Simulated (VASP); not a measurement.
Write the native input for VASP 6.6.1 that does the following.

```
Task                   : single point
Functional             : PBE
Potentials or basis    : VASP PAW PBE potentials, release 64 (Ni_sv_GW, O)
Cutoff                 : 600 eV
k mesh                 : 11 × 11 × 10
Occupations            : fermi-dirac, width 0.05 eV
Spin                   : collinear spin, ferromagnetic start
Starting moments       : [2.5, 0.0] μB
Dipole correction      : no
Second run             : valence_matched
Further INCAR settings : ALGO = Normal; EDIFF = 1e-06; NBANDS = 23
```

The structure of NiO lies in POSCAR:

```
NiO
1.0
    2.7830607900      0.0000000000      0.0000000000
   -1.3915303900      2.4102013400      0.0000000000
    0.0000000000      0.0000000000      2.7161294400
Ni O
1 1
Direct
    0.0000000000      0.0000000000      0.0000000000
    0.6666666667      0.3333333333      0.5000000000
```

One way to write it, as run:

INCAR

```
PREC = Accurate ; ENCUT = 600
EDIFF = 1E-6 ; ISMEAR = -1
SIGMA = 0.05 ; LREAL = False
LASPH = True ; NELM = 200
ALGO = Normal ; ISIF = 2
LWAVE = False ; LCHARG = False
ISPIN = 2 ; MAGMOM = 2.5 0
LORBIT = 11 ; LMAXMIX = 4
GGA = PE ; NBANDS = 23
GGA_COMPAT = False
```

KPOINTS

```
Automatic mesh
0
Gamma
  11 11 10
```

Potentials or basis: VASP PAW PBE potentials, release 64 (Ni_sv_GW, O).

The run is started by

```bash
$ cat potpaw_PBE.64/Ni_sv_GW/POTCAR potpaw_PBE.64/O/POTCAR > POTCAR
$ mpirun -np 1 vasp_std > vasp.out
```

Results of the run:

```json
{
 "Pressure": "2.8 GPa",
 "Net moment": "1.88 μB per cell",
 "Site moments": "Ni +1.45; O +0.41 μB",
 "Valence electrons inside the program's atomic spheres": "Ni 16.18; O 4.95"
}
```

Caveat: a cell with one magnetic atom can't hold antiferromagnetic order, which such compounds often take.

It took 66 s on 1 thread of Intel(R) Xeon(R) Platinum 8559C (Emerald Rapids), with other jobs on the host, peak memory 0.22 GiB.
